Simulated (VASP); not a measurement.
# SnH2Br2 (P-3m1) in VASP: relaxation of cell and atoms with PBE

Aim: the relaxation of cell and atoms of SnH2Br2 with PBE.

Program: VASP 6.6.1. These are calculated values, not measurements. Logs are shortened: lines on timing, memory, paths and dates and some standing lists are left out, and cuts for length are marked.

**1. The cell of the first run**

Symmetry: P-3m1, No. 164, trigonal system. Conventional cell: a = 4.402 Å, b = 4.402 Å, c = 9.167 Å, α = 90.00°, β = 90.00°, γ = 120.00°. Within 4.0 Å of Sn (site symmetry -3m) lie 6 Br at 3.03 Å. H (site symmetry 3m) has 1 H at 0.75 Å within 1.0 Å. Within 4.0 Å of Br (site symmetry 3m) lie 3 Sn at 3.03 Å and 3 H at 3.60 Å.

The cell was generated, and may not be a known phase.

**2. Relaxation of cell and atoms, PBE**

INCAR reads:

```
SYSTEM = SnH2Br2
PREC = Accurate
ENCUT = 600
EDIFF = 1E-6
ISMEAR = 0
SIGMA = 0.02
LREAL = .False.
LASPH = .True.
NELM = 80
ALGO = Normal
ISIF = 3
LWAVE = .False.
LCHARG = .False.
GGA = PE
IBRION = 2
NSW = 100
EDIFFG = -0.01
```

KPOINTS reads:

```
Automatic mesh
0
Gamma
  6 6 4
  0 0 0
```

POSCAR reads:

```
SnH2Br2
1.0
    4.4023074707      0.0000000000      0.0000000000
   -2.2011537354      3.8125101049      0.0000000000
    0.0000000000      0.0000000000      9.1669662031
Sn H Br
1 2 2
Direct
    0.0000000000      0.0000000000      0.0000000000
    0.0000000000      0.0000000000      0.4590637484
    0.0000000000      0.0000000000      0.5409362516
    0.3333333333      0.6666666667      0.1802582004
    0.6666666667      0.3333333333      0.8197417996
```

Potentials or basis: VASP PAW PBE potentials, release 64 (Sn_d, H, Br).

Started as:

```bash
> cat potpaw_PBE.64/Sn_d/POTCAR potpaw_PBE.64/H/POTCAR potpaw_PBE.64/Br/POTCAR > POTCAR
> mpirun -np 1 vasp_std > vasp.out
```

OUTCAR:

```text
SYSTEM = SnH2Br2
   PREC = Accurate
   ENCUT = 600
   EDIFF = 1E-6
   ISMEAR = 0
   LREAL = .False.
   LASPH = .True.
   NELM = 80
   ISIF = 3
   GGA = PE
   IBRION = 2
   NSW = 100
   EDIFFG = -0.01

 ion  position               nearest neighbor table
   1  0.000  0.000  0.000-   4 3.03   5 3.03   5 3.03   4 3.03   5 3.03   4 3.03
   2  0.000  0.000  0.459-   3 0.75
   3  0.000  0.000  0.541-   2 0.75
   4  0.333  0.667  0.180-   1 3.03   1 3.03   1 3.03
   5  0.667  0.333  0.820-   1 3.03   1 3.03   1 3.03

  LATTYP: Found a hexagonal cell.
 ALAT       =     4.4023074707
 C/A-ratio  =     2.0823093944

  Lattice vectors:

 A1 = (   4.4023074707,   0.0000000000,   0.0000000000)
 A2 = (  -2.2011537354,   3.8125101049,   0.0000000000)
 A3 = (   0.0000000000,   0.0000000000,   9.1669662031)

Analysis of symmetry for initial positions (statically):
=====================================================================
 Subroutine PRICEL returns:
 Original cell was already a primitive cell.

 Routine SETGRP: Setting up the symmetry group for a
 hexagonal supercell.

 Subroutine GETGRP returns: Found 12 space group operations
 (whereof 12 operations were pure point group operations)
 out of a pool of 24 trial point group operations.

The static configuration has the point symmetry D_3d.

Analysis of symmetry for dynamics (positions and initial velocities):
=====================================================================
 Subroutine PRICEL returns:
 Original cell was already a primitive cell.

 Routine SETGRP: Setting up the symmetry group for a
 hexagonal supercell.

 Subroutine GETGRP returns: Found 12 space group operations
 (whereof 12 operations were pure point group operations)
 out of a pool of 24 trial point group operations.

The dynamic configuration has the point symmetry D_3d.

 Subroutine INISYM returns: Found 12 space group operations
 (whereof 12 operations are pure point group operations),
 and found     1 'primitive' translations

----------------------------------------------------------------------------------------

                                     Primitive cell

  volume of cell :     153.8569

  direct lattice vectors                    reciprocal lattice vectors
     4.402307471  0.000000000  0.000000000     0.227153602  0.131147193  0.000000000
[... 91 lines left out ...]
   EDIFF  = 0.1E-05   stopping-criterion for ELM
   LREAL  =      F    real-space projection
   EDIFFG = -.1E-01   stopping-criterion for IOM
   NSW    =    100    number of steps for IOM
   IBRION =      2    ionic relax: 0-MD 1-quasi-New 2-CG
   NFREE  =      1    steps in history (QN), initial steepest desc. (CG)
   ISIF   =      3    stress and relaxation
   ISYM   =      2    0-nonsym 1-usesym 2-fastsym
   POTIM  = 0.5000    time-step for ionic-motion
   TEBEG  =    0.0;   TEEND  =   0.0 temperature during run
   PSTRESS=    0.0 pullay stress
   NELECT =      30.0000    total number of electrons
   NUPDOWN=      -1.0000    fix difference up-down
   EMIN   =  10.00;   EMAX   =-10.00  energy-range for DOS
   EFERMI =   0.00;   METHOD = LEGACY
   ISMEAR =     0;   SIGMA  =   0.02  broadening in eV -4-tet -1-fermi 0-gaus
   EFERMI_NEDOS =   21; number of points for ismear=-14 and -15
   IALGO  =     38    algorithm
   IMIX   =      4    mixing-type and parameters
     AMIX     =   0.40;   BMIX     =  1.00
     AMIX_MAG =   1.60;   BMIX_MAG =  1.00
  volume/ion in A,a.u.               =      30.77       207.66
  Fermi-wavevector in a.u.,A,eV,Ry     =   0.949313  1.793942 12.261513  0.901196
  Thomas-Fermi vector in A             =   2.077584
   LORBIT       =      0    0 simple, 1 ext, 2 COOP (PROOUT), +10 PAW based schemes
   GGA     = PE    functional components
   LHFCALC =     F    Hartree Fock is set to
   AEXX    =    0.0000 exact exchange contribution
   IVDW    =     0    specifies the selected vdW correction
   LEPSILON=     F    determine dielectric tensor
   LRPA    =     F    only Hartree local field effects (RPA)
 conjugate gradient relaxation of ions
 non-spin polarized calculation
 Gauss-broadening in eV      SIGMA  =   0.02
  energy-cutoff  :      600.00
  volume of cell :      153.86
 maximum number of plane-waves:      5191
 NGX is ok and might be reduce to    36
   NGX = 17   NGY = 17   NGZ = 37

--------------------------------------- Ionic step        1  -------------------------------------------

 number of electron      29.9999995 magnetization

 Free energy of the ion-electron system (eV)
  ---------------------------------------------------
  ext. energy  EPLUGINS =         0.00000000
  ---------------------------------------------------
  free energy    TOTEN  =       -16.25587349 eV

  energy without entropy =      -16.25587349  energy(sigma->0) =      -16.25587349

------------------------ aborting loop because EDIFF is reached ----------------------------------------

  FORCE on cell =-STRESS in cart. coord.  units (eV):
  Direction    XX          YY          ZZ          XY          YZ          ZX
  --------------------------------------------------------------------------------------
  -------------------------------------------------------------------------------------
  Total       -0.0203415     -0.0203415      0.1251556      0.0000000      0.0000000      0.0000000
  in kB       -0.2118246     -0.2118246      1.3032987      0.0000000      0.0000000      0.0000000
  external PRESSURE =       0.2932165 kB  Pullay stress =       0.0000000 kB
[... 98 lines left out ...]
  FREE ENERGIE OF THE ION-ELECTRON SYSTEM (eV)
  ---------------------------------------------------
  free  energy   TOTEN  =       -16.2561281295 eV

  energy  without entropy=      -16.2561281295  energy(sigma->0) =      -16.25612813

[... ionic steps 4 to 32 ...]

--------------------------------------- Ionic step       33  -------------------------------------------

 number of electron      29.9999996 magnetization

------------------------ aborting loop because EDIFF is reached ----------------------------------------
[... 73 lines left out ...]
--------------------------------------- Ionic step       35  -------------------------------------------

 number of electron      29.9999996 magnetization

 Free energy of the ion-electron system (eV)
  ---------------------------------------------------
  ext. energy  EPLUGINS =         0.00000000
  ---------------------------------------------------
  free energy    TOTEN  =       -16.25981134 eV

  energy without entropy =      -16.25981134  energy(sigma->0) =      -16.25981134

 E-fermi :  -1.1071     XC(G=0):  -6.5489

 val. band max:       -1.2773402907   @ k =   0.3333   0.3333   0.0000
 cond. band min:       0.8584122679   @ k =   0.0000   0.0000   0.0000
 fundamental gap:      2.1357525587
 Fermi energy:        -1.1071116491

 k-point     1 :       0.0000    0.0000    0.0000
  band No.  band energies     occupation
      1     -21.9655      2.00000
      2     -21.9568      2.00000
      3     -21.9568      2.00000
      4     -21.9529      2.00000
      5     -21.9529      2.00000
      6     -15.2899      2.00000
[... 549 lines left out ...]
  FREE ENERGIE OF THE ION-ELECTRON SYSTEM (eV)
  ---------------------------------------------------
  free  energy   TOTEN  =       -16.2598113420 eV

  energy  without entropy=      -16.2598113420  energy(sigma->0) =      -16.25981134

 reached required accuracy - stopping structural energy minimisation
```

CONTCAR:

```text
SnH2Br2
   1.00000000000000
     4.3916557654588022    0.0000000000001437    0.0000000000000000
    -2.1958278827791546    3.8032854575673980    0.0000000000000001
    -0.0000000000000001    0.0000000000000001    9.5858507350914621
  Sn              H               Br
     1     2     2
Direct
     1.0000000000000000    0.0000000000000000    0.0000000000000000
     0.0000000000000000    0.0000000000000000    0.4608783668002028
     0.0000000000000000    0.0000000000000000    0.5391216331997971
     0.3333333332999970    0.6666666667000030    0.1734879579254245
     0.6666666667000030    0.3333333332999970    0.8265120420745754

  0.00000000E+00  0.00000000E+00  0.00000000E+00
  0.00000000E+00  0.00000000E+00  0.00000000E+00
  0.00000000E+00  0.00000000E+00  0.00000000E+00
  0.00000000E+00  0.00000000E+00  0.00000000E+00
  0.00000000E+00  0.00000000E+00  0.00000000E+00
```

Run time: 10 min. Hardware: 1 thread of Intel Xeon 6975P-C (Granite Rapids), shared host; peak memory 0.38 GiB.

What came out:

```
Free energy                           : -16.2598 eV
Relaxed volume                        : 32.02 Å³/atom
Relaxed cell                          : a = 4.392 Å, b = 4.392 Å, c = 9.586 Å, α = 90.00°, β = 90.00°, γ = 120.00°
Space group after relaxing (to 0.1 Å) : P-3m1 (No. 164)
Energy gained by relaxing             : 0.8 meV/atom
Ionic steps                           : 35
Pressure after relaxing               : 0.0 GPa
Largest force after relaxing          : 0.007 eV/Å
Band gap on the k mesh                : 2.14 eV (least direct gap 2.62 eV)
```

Forces on the atoms (eV/Å):
```
Sn   0.000  0.000  0.000
H    0.000  0.000  0.000
H    0.000  0.000  0.000
Br   0.000  0.000 -0.007
Br   0.000  0.000  0.007
```

Step by step:
| step | energy change (eV) | largest force (eV/Å) | pressure (GPa) | volume (Å³) |
| --- | --- | --- | --- | --- |
| 1 | 0.0000 | 0.0241 | 0.03 | 153.86 |
| 2 | -0.0002 | 0.0244 | 0.04 | 153.98 |
| 3 | -0.0003 | 0.1108 | 0.03 | 154.20 |
| 4 | -0.0003 | 0.1097 | 0.03 | 154.22 |
| 5 | -0.0004 | 0.1061 | 0.02 | 154.29 |
| 6 | -0.0005 | 0.0988 | 0.00 | 154.44 |
| 7 | -0.0007 | 0.0849 | -0.03 | 154.72 |
| 8 | -0.0008 | 0.0575 | -0.10 | 155.29 |
| 9 | -0.0009 | 0.0641 | -0.09 | 155.14 |
| 10 | -0.0010 | 0.0479 | -0.07 | 155.07 |
| 11 | -0.0011 | 0.0619 | -0.06 | 154.94 |
| 12 | -0.0013 | 0.0445 | -0.04 | 154.82 |
| 13 | -0.0014 | 0.0260 | 0.00 | 154.68 |
| 14 | -0.0014 | 0.0138 | 0.08 | 154.40 |
| 15 | -0.0014 | 0.0158 | 0.04 | 154.49 |
| 16 | -0.0014 | 0.0147 | 0.04 | 154.48 |
| 17 | -0.0014 | 0.0133 | 0.05 | 154.45 |
| 18 | -0.0014 | 0.0140 | 0.05 | 154.47 |
| 19 | -0.0015 | 0.0136 | 0.05 | 154.50 |
| 20 | -0.0016 | 0.0230 | 0.05 | 154.61 |
| 21 | -0.0017 | 0.0640 | 0.05 | 154.82 |
| 22 | -0.0018 | 0.1455 | 0.05 | 155.24 |
| 23 | -0.0018 | 0.1455 | 0.06 | 155.25 |
| 24 | -0.0018 | 0.1447 | 0.05 | 155.27 |
| 25 | -0.0018 | 0.1432 | 0.06 | 155.32 |
| 26 | -0.0019 | 0.1404 | 0.06 | 155.43 |
| 27 | -0.0020 | 0.1346 | 0.07 | 155.63 |
| 28 | -0.0023 | 0.1231 | 0.09 | 156.04 |
| 29 | -0.0026 | 0.0991 | 0.13 | 156.86 |
| 30 | -0.0027 | 0.0563 | 0.21 | 158.49 |
| 31 | -0.0028 | 0.0638 | 0.18 | 157.95 |
| 32 | -0.0031 | 0.0401 | 0.17 | 158.24 |
| 33 | -0.0035 | 0.1110 | 0.12 | 159.09 |
| 34 | -0.0038 | 0.0659 | 0.06 | 159.51 |
| 35 | -0.0039 | 0.0071 | -0.01 | 160.11 |

Final structure:
```yaml
crystal:
  lattice:
    - [4.39166, 0.00000, 0.00000]
    - [-2.19583, 3.80329, 0.00000]
    - [0.00000, 0.00000, 9.58585]
  atoms:
    - { symbol: Sn, position: [0.00000, 0.00000, 0.00000] }
    - { symbol: H, position: [0.00000, 0.00000, 0.46088] }
    - { symbol: H, position: [0.00000, 0.00000, 0.53912] }
    - { symbol: Br, position: [0.33333, 0.66667, 0.17349] }
    - { symbol: Br, position: [0.66667, 0.33333, 0.82651] }
```

Caveat: spin-orbit coupling is left out, which moves the levels of the heavy elements.
